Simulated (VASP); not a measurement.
# MgO in VASP: notebook, part 2 of 2

VASP 6.6.1. Earlier steps stand in the parts before.

## 3. Single point, PBE (the cell strained)

File INCAR:

```
PREC = Accurate
ENCUT = 600
EDIFF = 1E-6
ISMEAR = 0
SIGMA = 0.05
LREAL = F
LASPH = T
NELM = 120
ALGO = Normal
ISIF = 2
LWAVE = F
LCHARG = F
GGA = PE
NBANDS = 11
GGA_COMPAT = F
```

File KPOINTS:

```
regular mesh
0
Gamma
  10 10 10
```

File POSCAR:

```
MgO
1.0
    0.0000000000      2.1803991440      2.1803991440
    2.1803991440      0.0000000000      2.1803991440
    2.1803991440      2.1803991440      0.0000000000
Mg O
1 1
Direct
    0.0000000000      0.0000000000      0.0000000000
    0.5000000000      0.5000000000      0.5000000000
```

Potentials or basis: VASP PAW PBE potentials, release 64 (Mg, O).

Launch:

```
> cat potpaw_PBE.64/Mg/POTCAR potpaw_PBE.64/O/POTCAR > POTCAR
> mpirun -np 1 vasp_std > vasp.out
```

OUTCAR:

```text
PREC = Accurate
   ENCUT = 600
   EDIFF = 1E-6
   ISMEAR = 0
   LREAL = F
   LASPH = T
   NELM = 120
   ISIF = 2
   GGA = PE

 ion  position               nearest neighbor table
   1  0.000  0.000  0.000-   2 2.18   2 2.18   2 2.18   2 2.18   2 2.18   2 2.18
   2  0.500  0.500  0.500-   1 2.18   1 2.18   1 2.18   1 2.18   1 2.18   1 2.18

  LATTYP: Found a face centered cubic cell.
 ALAT       =     4.3607982880

  Lattice vectors:

[... 521 lines left out ...]

 [... further k-points ...]

------------------------ aborting loop because EDIFF is reached ----------------------------------------

  FORCE on cell =-STRESS in cart. coord.  units (eV):
  Direction    XX          YY          ZZ          XY          YZ          ZX
  --------------------------------------------------------------------------------------
  -------------------------------------------------------------------------------------
  Total       -1.3559074     -1.3559074     -1.3559074      0.0000000      0.0000000      0.0000000
  in kB     -104.7858459   -104.7858459   -104.7858459      0.0000000      0.0000000      0.0000000
  external PRESSURE =    -104.7858459 kB  Pullay stress =       0.0000000 kB

 VOLUME and BASIS-vectors are now :
 -----------------------------------------------------------------------------
  energy-cutoff  :      600.00
  volume of cell :       20.73
      direct lattice vectors                 reciprocal lattice vectors
     0.000000000  2.180399144  2.180399144    -0.229315812  0.229315812  0.229315812
     2.180399144  0.000000000  2.180399144     0.229315812 -0.229315812  0.229315812
     2.180399144  2.180399144  0.000000000     0.229315812  0.229315812 -0.229315812

 POSITION                                       TOTAL-FORCE (eV/Angst)
 -----------------------------------------------------------------------------------
      0.00000      0.00000      0.00000        -0.000000     -0.000000     -0.000000
      2.18040      2.18040      2.18040         0.000000      0.000000      0.000000
 -----------------------------------------------------------------------------------
    total drift:                                0.000000      0.000000      0.000000

  FREE ENERGIE OF THE ION-ELECTRON SYSTEM (eV)
  ---------------------------------------------------
  free  energy   TOTEN  =       -11.8620799773 eV

  energy  without entropy=      -11.8620799773  energy(sigma->0) =      -11.86207998
```

It took 16 s on 1 thread of Intel Xeon Platinum 8259CL at 2.50GHz (Skylake/Cascade Lake), shared host; peak memory 0.16 GiB.

What came out:

| Property | Result |
| --- | --- |
| Free energy | -11.8621 eV |
| Pressure | -10.5 GPa |
| Band gap on the k mesh | 3.78 eV |

Levels at points of the mesh, in eV from the valence-band top:
```tsv
k point	band 1	band 2	band 3	band 4	band 5	band 6	band 7	band 8	band 9
(0.00, 0.00, 0.00)	-16.76	0.00	0.00	0.00	3.78	15.21	15.21	15.21	18.86
(0.50, 0.00, 0.00)	-15.72	-4.18	-0.55	-0.55	7.26	11.45	15.26	15.26	19.38
(0.50, 0.50, 0.00)	-15.50	-3.67	-1.21	-1.21	8.88	8.98	12.03	17.44	17.44
```

Caveat: the cell differs from its parent crystal (the cell strained); the cell stands under tension.

## 4. Single point, PBE (the cell strained)

File INCAR:

```
ALGO     = Normal         # electronic algorithm
EDIFF    = 1E-6           # SCF threshold, eV
ENCUT    = 600            # plane-wave cutoff, eV
GGA      = PE             # functional
GGA_COMPAT= F            
ISIF     = 2              # what is computed and relaxed
ISMEAR   = 0              # smearing method
LASPH    = T              # aspherical terms in the spheres
LCHARG   = T              # write CHGCAR
LELF     = T              # ELF
LREAL    = F              # projectors in reciprocal space
LVHAR    = T            
LWAVE    = F              # write WAVECAR
NBANDS   = 11             # bands
NELM     = 120            # most SCF steps
PREC     = Accurate       # precision mode
SIGMA    = 0.05           # smearing width, eV
```

File KPOINTS:

```
k-points
0
Gamma
  10 10 10
```

File POSCAR:

```
MgO
1.0
    0.0000000000      2.1627432290      2.1627432290
    2.1627432290      0.0000000000      2.1627432290
    2.1627432290      2.1627432290      0.0000000000
Mg O
1 1
Direct
    0.0000000000      0.0000000000      0.0000000000
    0.5000000000      0.5000000000      0.5000000000
```

Launch:

```
> cat potpaw_PBE.64/Mg/POTCAR potpaw_PBE.64/O/POTCAR > POTCAR
> mpirun -np 1 vasp_std > vasp.out
```

It took 8.2 s on 1 thread of Intel Xeon Platinum 8259CL at 2.50GHz (Skylake/Cascade Lake), shared host; peak memory 0.14 GiB.

It converged, with:

```yaml
Free_energy: -11.8894 eV
Pressure: -7.7 GPa
Band_gap_on_the_k_mesh: 3.99 eV
```

Levels at points of the mesh, in eV from the valence-band top:
| k point | band 1 | band 2 | band 3 | band 4 | band 5 | band 6 | band 7 | band 8 |
| --- | --- | --- | --- | --- | --- | --- | --- | --- |
| (0.00, 0.00, 0.00) | -16.87 | 0.00 | 0.00 | 0.00 | 3.99 | 15.35 | 15.35 | 15.35 |
| (0.50, 0.00, 0.00) | -15.78 | -4.28 | -0.57 | -0.57 | 7.40 | 11.71 | 15.50 | 15.50 |
| (0.50, 0.50, 0.00) | -15.55 | -3.77 | -1.24 | -1.24 | 9.01 | 9.13 | 12.27 | 17.79 |

Caveat: the cell differs from its parent crystal (the cell strained); the cell stands under tension.

## 5. Single point, PBE (atoms displaced along a vibrational mode, the cell strained)

File INCAR:

```
SYSTEM = MgO
  PREC = Accurate
  ENCUT = 600
  EDIFF = 1E-6
  ISMEAR = 0
  SIGMA = 0.05
  LREAL = .False.
  LASPH = .True.
  NELM = 120
  ALGO = Normal
  ISIF = 2
  LWAVE = .False.
  LCHARG = .False.
  GGA = PE
  NBANDS = 11
  GGA_COMPAT = .False.
```

File KPOINTS:

```
regular mesh
0
Gamma
  10 10 10
  0 0 0
```

File POSCAR:

```
MgO
1.0
    0.0000000000      2.0740382102      2.0740382102
    2.0740382102      0.0000000000      2.0740382102
    2.0740382102      2.0740382102      0.0000000000
Mg O
1 1
Direct
    0.0066530921      0.0066530921     -0.0066530921
    0.4898929056      0.4898929056      0.5101070944
```

Potentials or basis: VASP PAW PBE potentials, release 64 (Mg, O).

Launch:

```
> cat potpaw_PBE.64/Mg/POTCAR potpaw_PBE.64/O/POTCAR > POTCAR
> mpirun -np 1 vasp_std > vasp.out
```

OUTCAR:

```text
SYSTEM = MgO
   PREC = Accurate
   ENCUT = 600
   EDIFF = 1E-6
   ISMEAR = 0
   LREAL = .False.
   LASPH = .True.
   NELM = 120
   ISIF = 2
   GGA = PE

 ion  position               nearest neighbor table
   1  0.007  0.007  0.993-   2 2.00   2 2.08   2 2.08   2 2.08   2 2.08   2 2.14
   2  0.490  0.490  0.510-   1 2.00   1 2.08   1 2.08   1 2.08   1 2.08   1 2.14

  LATTYP: Found a face centered cubic cell.
 ALAT       =     4.1480764204

  Lattice vectors:

 A1 = (   0.0000000000,   2.0740382102,   2.0740382102)
 A2 = (   2.0740382102,   0.0000000000,   2.0740382102)
[... 522 lines left out ...]

  FORCE on cell =-STRESS in cart. coord.  units (eV):
  Direction    XX          YY          ZZ          XY          YZ          ZX
  --------------------------------------------------------------------------------------
  -------------------------------------------------------------------------------------
  Total        1.3345133      1.3345133      1.5734629      0.0000000      0.0000000      0.0000000
  in kB      119.8266007    119.8266007    141.2819985      0.0000000      0.0000000      0.0000000
  external PRESSURE =     126.9784000 kB  Pullay stress =       0.0000000 kB

 VOLUME and BASIS-vectors are now :
 -----------------------------------------------------------------------------
  energy-cutoff  :      600.00
  volume of cell :       17.84
      direct lattice vectors                 reciprocal lattice vectors
     0.000000000  2.074038210  2.074038210    -0.241075597  0.241075597  0.241075597
     2.074038210  0.000000000  2.074038210     0.241075597 -0.241075597  0.241075597
     2.074038210  2.074038210  0.000000000     0.241075597  0.241075597 -0.241075597

 POSITION                                       TOTAL-FORCE (eV/Angst)
 -----------------------------------------------------------------------------------
      2.07404      2.07404      0.02760         0.000000      0.000000     -0.490284
      2.07404      2.07404      2.03211         0.000000      0.000000      0.490284
 -----------------------------------------------------------------------------------
    total drift:                               -0.000000     -0.000000      0.000317

  FREE ENERGIE OF THE ION-ELECTRON SYSTEM (eV)
  ---------------------------------------------------
  free  energy   TOTEN  =       -11.8492700882 eV

  energy  without entropy=      -11.8492700882  energy(sigma->0) =      -11.84927009
```

OSZICAR:

```text
N       E                     dE             d eps       ncg     rms          rms(c)
DAV:   1     0.171529273383E+02    0.17153E+02   -0.51187E+03  2548   0.738E+02
DAV:   2    -0.128312931862E+02   -0.29984E+02   -0.29445E+02  2634   0.150E+02
DAV:   3    -0.134271918982E+02   -0.59590E+00   -0.59543E+00  2703   0.184E+01
DAV:   4    -0.134286146442E+02   -0.14227E-02   -0.14227E-02  2469   0.102E+00
DAV:   5    -0.134286191797E+02   -0.45356E-05   -0.45356E-05  2631   0.564E-02    0.729E+00
DAV:   6    -0.118644744590E+02    0.15641E+01   -0.84862E+00  2352   0.164E+01    0.216E+00
DAV:   7    -0.118546045247E+02    0.98699E-02   -0.54795E-02  2508   0.209E+00    0.134E+00
DAV:   8    -0.118496294892E+02    0.49750E-02   -0.25451E-02  2385   0.182E+00    0.226E-01
DAV:   9    -0.118492596393E+02    0.36985E-03   -0.67331E-04  2604   0.182E-01    0.120E-01
DAV:  10    -0.118492679473E+02   -0.83079E-05   -0.44786E-04  2505   0.159E-01    0.959E-03
DAV:  11    -0.118492696146E+02   -0.16673E-05   -0.33264E-06  2595   0.171E-02    0.419E-03
DAV:  12    -0.118492700882E+02   -0.47363E-06   -0.47499E-07  1491   0.633E-03
   1 F= -.11849270E+02 E0= -.11849270E+02  d E =-.398084E-16
```

stdout:

```text
POSCAR found type information on POSCAR MgO
 POSCAR found :  2 types and       2 ions
 scaLAPACK will be used
 LDA part: xc-table for (Slater+PW92), standard interpolation
 POSCAR, INCAR and KPOINTS ok, starting setup
 FFT: planning ... GRIDC
 FFT: planning ... GRID_SOFT
 FFT: planning ... GRID
 WAVECAR not read
 entering main loop
```

It took 23 s on 1 thread of Intel Xeon Platinum 8259CL at 2.50GHz (Skylake/Cascade Lake), shared host; peak memory 0.15 GiB.

What came out:

```
Free energy            : -11.8493 eV
Pressure               : 12.7 GPa
Largest force          : 0.490 eV/Å
Band gap on the k mesh : 5.19 eV
```

Forces in eV/Å, atoms in the order of the input:
```
Mg   0.000  0.000 -0.490
O    0.000  0.000  0.490
```

Caveat: the cell differs from its parent crystal (atoms displaced along a vibrational mode, the cell strained); the cell stands under pressure.

## 6. Summary

```tsv
cell	gap on the mesh (eV)	pressure (GPa)
a = 3.033 Å, angles 60.0°, 2 atoms, atomic positions A	4.21	-4.6
a = 3.084 Å, angles 60.0°, 2 atoms, atomic positions A	3.78	-10.5
a = 3.059 Å, angles 60.0°, 2 atoms, atomic positions A	3.99	-7.7
a = 2.933 Å, angles 60.0°, 2 atoms, atomic positions B	5.19	12.7
```

Alike in all rows: task single point; level PBE; potentials or basis VASP PAW PBE potentials, release 64 (Mg, O); no spin polarisation; k mesh 10 × 10 × 10; cutoff (eV) 600; smearing gaussian 0.05 eV.

Caveats: the cell stands under tension (at least some runs); the cell stands under pressure (at least some runs).

Absolute energies hang on the potentials; compare differences alone.
